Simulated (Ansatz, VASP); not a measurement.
## Two plane-wave programs on AlN

```
Al N
1.0
     0.00000    2.18219    2.18219
     2.18219    0.00000    2.18219
     2.18219    2.18219    0.00000
Al N
1 1
Cartesian
  0.0000 0.0000 0.0000
  1.0911 1.0911 1.0911
```

Alike in both runs: functional r2SCAN; dispersion rVV10; k mesh 10 × 10 × 10; occupations gaussian, width 0.02 eV; no spin polarisation.

Ansatz relaxed the structure, and its values are those at the end. VASP's run is a single point on that final structure, the one shown.

|  | VASP | Ansatz |
| --- | --- | --- |
| version | VASP 6.6.1 | Ansatz 0.2.0 |
| potentials or method | VASP PAW PBE potentials, release 64 (Al, N), cutoff 660 eV | scalar-relativistic, plane waves, PAW |
| valence electrons in the cell | 8 | 8 |

|  | VASP | Ansatz | Ansatz less VASP |
| --- | --- | --- | --- |
| gap on the k mesh at the Fermi level (eV) | 3.89 | 3.89 | 0.000 |
| least direct gap on the mesh (eV) | 4.88 | 4.83 | -0.046 |
| pressure (GPa) | -0.3 | 0.0 | +0.27 |

VASP's potentials were made for PBE, not for r2SCAN.
